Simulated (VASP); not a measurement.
# Hf in VASP: single point with PBE

Aim: the single point of Hf with PBE.

All numbers are computed with VASP 6.6.1; they aren't measurements. Logs are shortened: lines on timing, memory, paths and dates and some standing lists are left out, and cuts for length are marked.

## 1. The cell of the first run

The cell holds a slab with vacuum, 12 atoms: a = 5.555 Å, b = 5.555 Å, c = 26.935 Å, α = 90.00°, β = 90.00°, γ = 120.00°.

## 2. Single point, PBE

Contents of INCAR:

```
ALGO = Normal ; DIPOL = 0.5 0.5 0.361
EDIFF = 1E-6 ; ENCUT = 400
GGA = PE ; GGA_COMPAT = F
IDIPOL = 3 ; ISIF = 2
ISMEAR = 1 ; LASPH = T
LCHARG = F ; LDIPOL = T
LREAL = F ; LWAVE = F
NBANDS = 72 ; NELM = 120
NELMDL = -8 ; PREC = Accurate
SIGMA = 0.1
```

Contents of KPOINTS:

```
k-points
0
Gamma
  9 9 1
```

Contents of POSCAR:

```
Hf
1.0
    0.0000000292      5.5553847952      0.0000000000
   -4.8111043750     -2.7776923723      0.0000000000
    0.0000000000      0.0000000000     26.9351481349
Hf
12
Direct
    0.6666670000      0.6666670000      0.2227572676
    0.3333330000      1.0000000000      0.2227572676
    0.0000000000      0.3333330000      0.2227572676
    0.3334804531      0.3336018246      0.3105999749
    0.0001213715      0.6665195469      0.3105999749
    0.6663981754     -0.0001213715      0.3105999749
    0.6650690039      0.6654282264      0.4077876110
    0.3345717736      0.9996407775      0.4077876110
    0.0003592225      0.3349309961      0.4077876110
    0.3238808636      0.3220813179      0.5011673147
   -0.0017995457      0.6761191364      0.5011673147
    0.6779186821      0.0017995457      0.5011673147
```

Potentials or basis: VASP PAW PBE potentials, release 64 (Hf_pv).

On the command line:

```sh
$ cat potpaw_PBE.64/Hf_pv/POTCAR > POTCAR
$ mpirun -np 1 vasp_std > vasp.out
```

OUTCAR:

```text
EDIFF = 1E-6
   ENCUT = 400
   GGA = PE
   ISIF = 2
   ISMEAR = 1
   LASPH = T
   LREAL = F
   NELM = 120
   NELMDL = -8
   PREC = Accurate

 ion  position               nearest neighbor table
   1  0.667  0.667  0.223-   4 3.00   6 3.00   5 3.01   3 3.21   2 3.21   2 3.21   2 3.21   3 3.21
                             3 3.21
   2  0.333  0.000  0.223-   6 3.00   5 3.00   4 3.01   3 3.21   1 3.21   1 3.21   3 3.21   1 3.21
                             3 3.21
   3  0.000  0.333  0.223-   5 3.00   4 3.00   6 3.01   1 3.21   2 3.21   2 3.21   1 3.21   1 3.21
                             2 3.21
   4  0.333  0.334  0.311-   1 3.00   3 3.00   2 3.01   7 3.20   6 3.21   5 3.21   6 3.21   5 3.21
                             9 3.21   5 3.21   6 3.21   8 3.21
   5  0.000  0.667  0.311-   3 3.00   2 3.00   1 3.01   9 3.20   4 3.21   6 3.21   6 3.21   4 3.21
                             8 3.21   4 3.21   6 3.21   7 3.21
   6  0.666  1.000  0.311-   2 3.00   1 3.00   3 3.01   8 3.20   4 3.21   5 3.21   5 3.21   4 3.21
                             7 3.21   5 3.21   4 3.21   9 3.21
   7  0.665  0.665  0.408-  11 3.11  12 3.11  10 3.15   8 3.20   9 3.20   4 3.20   8 3.20   9 3.20
                             6 3.21   5 3.21   9 3.22   8 3.22
   8  0.335  1.000  0.408-  10 3.11  11 3.11  12 3.15   9 3.20   7 3.20   6 3.20   7 3.20   9 3.20
                             5 3.21   4 3.21   9 3.22   7 3.22
   9  0.000  0.335  0.408-  12 3.11  10 3.11  11 3.15   8 3.20   7 3.20   5 3.20   7 3.20   8 3.20
                             4 3.21   6 3.21   7 3.22   8 3.22
  10  0.324  0.322  0.501-   8 3.11  11 3.11  12 3.11   9 3.11   7 3.15  12 3.25  11 3.25  12 3.27
                            11 3.27
  11  0.998  0.676  0.501-   7 3.11  10 3.11  12 3.11   8 3.11   9 3.15  12 3.25  10 3.25  10 3.27
                            12 3.27
  12  0.678  0.002  0.501-   9 3.11  11 3.11  10 3.11   7 3.11   8 3.15  11 3.25  10 3.25  10 3.27
                            11 3.27

  LATTYP: Found a hexagonal cell.
 ALAT       =     5.5553847952
 C/A-ratio  =     4.8484756912

  Lattice vectors:

 A1 = (   0.0000000292,   5.5553847952,   0.0000000000)
 A2 = (  -4.8111043750,  -2.7776923723,   0.0000000000)
 A3 = (   0.0000000000,   0.0000000000,  26.9351481349)

Analysis of symmetry for initial positions (statically):
=====================================================================
 Subroutine PRICEL returns:
 Original cell was already a primitive cell.

 Routine SETGRP: Setting up the symmetry group for a
 hexagonal supercell.

 Subroutine GETGRP returns: Found  3 space group operations
 (whereof  3 operations were pure point group operations)
 out of a pool of 24 trial point group operations.

The static configuration has the point symmetry C_3 .

Analysis of symmetry for dynamics (positions and initial velocities):
=====================================================================
 Subroutine PRICEL returns:
 Original cell was already a primitive cell.

 Routine SETGRP: Setting up the symmetry group for a
 hexagonal supercell.

 Subroutine GETGRP returns: Found  3 space group operations
 (whereof  3 operations were pure point group operations)
 out of a pool of 24 trial point group operations.

The dynamic configuration has the point symmetry C_3 .

 Subroutine INISYM returns: Found  3 space group operations
 (whereof  3 operations are pure point group operations),
 and found     1 'primitive' translations

----------------------------------------------------------------------------------------

                                     Primitive cell

  volume of cell :     719.9101

  direct lattice vectors                    reciprocal lattice vectors
     0.000000029  5.555384795  0.000000000    -0.103926242  0.180005533  0.000000000
    -4.811104375 -2.777692372  0.000000000    -0.207852486  0.000000001  0.000000000
     0.000000000  0.000000000 26.935148135     0.000000000  0.000000000  0.037126211

  length of vectors
     5.555384795  5.555384795 26.935148135     0.207852486  0.207852486  0.037126211

  position of ions in fractional coordinates (direct lattice)
     0.666667000  0.666667000  0.222757268
     0.333333000  0.000000000  0.222757268
     0.000000000  0.333333000  0.222757268
     0.333480453  0.333601825  0.310599975
     0.000121372  0.666519547  0.310599975
     0.666398175  0.999878628  0.310599975
[... 38 lines left out ...]
     0.023094721  0.023094721  0.037126211

  Shift w.r.t. Gamma in fractional coordinates (k-lattice)
     0.000000000  0.000000000  0.000000000

 Subroutine IBZKPT returns following result:
 ===========================================

 Found     15 irreducible k-points:

 Following reciprocal coordinates:
            Coordinates               Weight
  0.000000  0.000000  0.000000      1.000000
  0.111111  0.000000  0.000000      6.000000
  0.222222  0.000000  0.000000      6.000000
  0.333333  0.000000  0.000000      6.000000
  0.444444  0.000000  0.000000      6.000000
  0.111111  0.111111  0.000000      6.000000
  0.222222  0.111111  0.000000      6.000000
 -0.222222  0.333333  0.000000      6.000000
  0.333333  0.111111  0.000000      6.000000
 -0.333333  0.444444  0.000000      6.000000
  0.444444  0.111111  0.000000      6.000000
  0.222222  0.222222  0.000000      6.000000
  0.333333  0.222222  0.000000      6.000000
 -0.333333 -0.444444  0.000000      6.000000
  0.333333  0.333333  0.000000      2.000000
   k-points           NKPTS =     15   k-points in BZ     NKDIM =     15   number of bands    NBANDS=     72
   number of dos      NEDOS =    301   number of ions     NIONS =     12
   total plane-waves  NPLWV = 233280
   dimension x,y,z NGX =    36 NGY =   36 NGZ =  180
   dimension x,y,z NGXF=    72 NGYF=   72 NGZF=  360
   ions per type =              12
   NGX,Y,Z   is equivalent  to a cutoff of  10.77, 10.77, 11.11 a.u.
   NGXF,Y,Z  is equivalent  to a cutoff of  21.55, 21.55, 22.22 a.u.
 SYSTEM =  unknown system
   PREC   = accura    normal or accurate (medium, high low for compatibility)
   ISTART =      0    job   : 0-new  1-cont  2-samecut
   ICHARG =      2    charge: 1-file 2-atom 10-const
   ISPIN  =      1    spin polarized calculation?
   LNONCOLLINEAR =      F non collinear calculations
   LSORBIT =      F    spin-orbit coupling
   LASPH  =      T    aspherical Exc in radial PAW
   ENCUT  =  400.0 eV  29.40 Ry    5.42 a.u.   9.06  9.06 43.92*2*pi/ulx,y,z
   NELM   =    120;   NELMIN=  2; NELMDL= -8     # of ELM steps
   EDIFF  = 0.1E-05   stopping-criterion for ELM
   LREAL  =      F    real-space projection
[... 7 lines left out ...]
   TEBEG  =    0.0;   TEEND  =   0.0 temperature during run
   PSTRESS=    0.0 pullay stress
   NELECT =     120.0000    total number of electrons
   NUPDOWN=      -1.0000    fix difference up-down
   EMIN   =  10.00;   EMAX   =-10.00  energy-range for DOS
   EFERMI =   0.00;   METHOD = LEGACY
   ISMEAR =     1;   SIGMA  =   0.10  broadening in eV -4-tet -1-fermi 0-gaus
   EFERMI_NEDOS =   21; number of points for ismear=-14 and -15
   IALGO  =     38    algorithm
   IMIX   =      4    mixing-type and parameters
     AMIX     =   0.40;   BMIX     =  1.00
     AMIX_MAG =   1.60;   BMIX_MAG =  1.00
  volume/ion in A,a.u.               =      59.99       404.85
  Fermi-wavevector in a.u.,A,eV,Ry     =   0.900968  1.702582 11.044428  0.811743
  Thomas-Fermi vector in A             =   2.023990
   LORBIT       =      0    0 simple, 1 ext, 2 COOP (PROOUT), +10 PAW based schemes
   GGA     = PE    functional components
   LHFCALC =     F    Hartree Fock is set to
   AEXX    =    0.0000 exact exchange contribution
   IVDW    =     0    specifies the selected vdW correction
   LEPSILON=     F    determine dielectric tensor
   LRPA    =     F    only Hartree local field effects (RPA)
 non-spin polarized calculation
 Methfessel and Paxton  Order N= 1 SIGMA  =   0.10
  energy-cutoff  :      400.00
  volume of cell :      719.91
 maximum number of plane-waves:     13179
   NGX = 19   NGY = 19   NGZ = 87

 dipolmoment           0.000000      0.000000     -0.011548 electrons x Angstroem

 number of electron     120.0000000 magnetization

 dipolmoment           0.000000      0.000000      0.012596 electrons x Angstroem

 Free energy of the ion-electron system (eV)
  ---------------------------------------------------
  ext. energy  EPLUGINS =         0.00000000
  ---------------------------------------------------
  free energy    TOTEN  =      -113.14347692 eV

  energy without entropy =     -113.14308474  energy(sigma->0) =     -113.14334619

 E-fermi :  -0.8015     XC(G=0):  -5.0026

 val. band max:       -0.8094421589   @ k =   0.1111   0.0000   0.0000
 cond. band min:      -0.8005211139   @ k =   0.3333   0.1111   0.0000
 fundamental gap:      0.0089210450
 Fermi energy:        -0.8015151562

 k-point     1 :       0.0000    0.0000    0.0000
  band No.  band energies     occupation
      1     -31.9240      2.00000
      2     -31.8463      2.00000
      3     -31.8194      2.00000
      4     -31.8034      2.00000
      5     -31.8034      2.00000
      6     -31.7789      2.00000
[... 1114 lines left out ...]
     71       0.3736     -0.00000
     72       0.3741     -0.00000

------------------------ aborting loop because EDIFF is reached ----------------------------------------

 vacuum level on the upper side and lower side of the slab       (xc-potential included)        -0.044        -0.119

  FORCE on cell =-STRESS in cart. coord.  units (eV):
  Direction    XX          YY          ZZ          XY          YZ          ZX
  --------------------------------------------------------------------------------------
  -------------------------------------------------------------------------------------
  Total       -5.7415984     -5.7415984     -5.6080315     -0.0000001     -0.0000000      0.0000000
  in kB      -12.7780654    -12.7780654    -12.4808090     -0.0000002     -0.0000000      0.0000000
  external PRESSURE =     -12.6789799 kB  Pullay stress =       0.0000000 kB

 VOLUME and BASIS-vectors are now :
 -----------------------------------------------------------------------------
  energy-cutoff  :      400.00
  volume of cell :      719.91
      direct lattice vectors                 reciprocal lattice vectors
     0.000000029  5.555384795  0.000000000    -0.103926242  0.180005533  0.000000000
    -4.811104375 -2.777692372  0.000000000    -0.207852486  0.000000001  0.000000000
     0.000000000  0.000000000 26.935148135     0.000000000  0.000000000  0.037126211

 POSITION                                       TOTAL-FORCE (eV/Angst)
 -----------------------------------------------------------------------------------
     -3.20740      1.85180      6.00000         0.001916     -0.001637      0.047723
      0.00000      1.85179      6.00000         0.000460      0.002478      0.047723
     -1.60370     -0.92590      6.00000        -0.002376     -0.000841      0.047723
     -1.60499      0.92597      8.36606         0.018485     -0.001634     -0.090102
     -3.20670     -1.85071      8.36606        -0.010658     -0.015191     -0.090102
     -4.81052      0.92474      8.36606        -0.007827      0.016825     -0.090102
     -3.20144      1.84636     10.98382         0.015763     -0.002163      0.767373
     -4.80938     -0.91802     10.98382        -0.006008      0.014733      0.767373
     -1.61139     -0.92834     10.98382        -0.009755     -0.012570      0.767373
     -1.54957      0.90464     13.49902        -0.279104      0.132933     -0.724993
     -3.25288      3.66734     13.49902         0.254676      0.175245     -0.724993
     -0.00866      3.76110     13.49902         0.024428     -0.308178     -0.724993
 -----------------------------------------------------------------------------------
    total drift:                                0.000000      0.000000      0.000663

  FREE ENERGIE OF THE ION-ELECTRON SYSTEM (eV)
  ---------------------------------------------------
  free  energy   TOTEN  =      -113.1434769238 eV

  energy  without entropy=     -113.1430847370  energy(sigma->0) =     -113.14334619

 vacuum level on the upper side and lower side of the slab         3.506         3.427
```

It took 25 min on 1 thread of Intel Xeon 6975P-C (Granite Rapids), shared host; peak memory 0.75 GiB.

Results:

* Free energy: -113.1435 eV
* Largest force: 0.788 eV/Å
* Band gap on the k mesh: zero (bands 60 and 61 overlap by 0.32 eV)

Forces on the atoms (eV/Å):
```
Hf   0.002 -0.002  0.048
Hf   0.000  0.002  0.048
Hf  -0.002 -0.001  0.048
Hf   0.018 -0.002 -0.090
Hf  -0.011 -0.015 -0.090
Hf  -0.008  0.017 -0.090
Hf   0.016 -0.002  0.767
Hf  -0.006  0.015  0.767
Hf  -0.010 -0.013  0.767
Hf  -0.279  0.133 -0.725
Hf   0.255  0.175 -0.725
Hf   0.024 -0.308 -0.725
```

Levels at points of the mesh, in eV from the Fermi level:
| k point | band 56 | band 57 | band 58 | band 59 | band 60 | band 61 | band 62 | band 63 | band 64 | band 65 |
| --- | --- | --- | --- | --- | --- | --- | --- | --- | --- | --- |
| (0.00, 0.00, 0.00) | -0.04 | -0.04 | 0.00 | 0.00 | 0.02 | 0.11 | 0.19 | 0.20 | 0.25 | 0.41 |

Caveat: spin-orbit coupling is left out, which moves the levels of the heavy elements.
